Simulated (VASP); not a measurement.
Write the native input for VASP 6.6.1 that does the following.

```
Task                   : relaxation of cell and atoms
Functional             : PBE
Potentials or basis    : VASP PAW PBE potentials, release 64 (Na_pv, S)
Cutoff                 : 600 eV
k mesh                 : 12 × 12 × 10
Occupations            : gaussian, width 0.1 eV
Spin                   : no spin polarisation
Dipole correction      : no
Further INCAR settings : ALGO = Normal; EDIFF = 1e-07; IBRION = 2; EDIFFG = -0.01; NSW = 100; ISIF = 3
```

The structure of NaS3 lies in POSCAR:

```
NaS3
1.0
    5.2160514879      0.0000000000      0.0000000000
   -2.6080257439      4.5172330960      0.0000000000
    0.0000000000      0.0000000000      4.8280456918
Na S
1 3
Direct
    0.0000000000      0.0000000000      0.5000000000
    0.5000000000      0.0000000000      0.5000000000
    0.0000000000      0.5000000000      0.5000000000
    0.5000000000      0.5000000000      0.5000000000
```

The cell was built from a structure type or drawn by symmetry, and may not be a known phase.

One way to write it, as run:

INCAR

```
  PREC = Accurate
  ENCUT = 600
  EDIFF = 1E-7
  ISMEAR = 0
  SIGMA = 0.1
  LREAL = False
  LASPH = True
  NELM = 100
  ALGO = Normal
  ISIF = 3
  LWAVE = False
  LCHARG = False
  GGA = PE
  IBRION = 2
  NSW = 100
  EDIFFG = -0.01
```

KPOINTS

```
regular mesh
0
Gamma
  12 12 10
```

Potentials or basis: VASP PAW PBE potentials, release 64 (Na_pv, S).

Command:

```console
$ cat potpaw_PBE.64/Na_pv/POTCAR potpaw_PBE.64/S/POTCAR > POTCAR
$ mpirun -np 1 vasp_std > vasp.out
```

Results of the run:

The relaxed volume is 21.61 Å³/atom, the relaxed cell is a = 5.266 Å, b = 5.266 Å, c = 3.598 Å, α = 90.00°, β = 90.00°, γ = 120.00° and the space group after relaxing (to 0.1 Å) is P6/mmm (No. 191). The energy gained by relaxing is 19.7 meV/atom, the ionic steps are 18 and the pressure after relaxing is 0.0 GPa. The band gap on the k mesh is zero (an odd number of electrons rules out a gap without spin polarisation).

Caveat: the volume moved by over 15 % at a fixed basis, so the end points are rough.

It took 26 min on 1 thread of Intel(R) Xeon(R) 6975P-C (Granite Rapids), with other jobs on the host, peak memory 0.42 GiB.
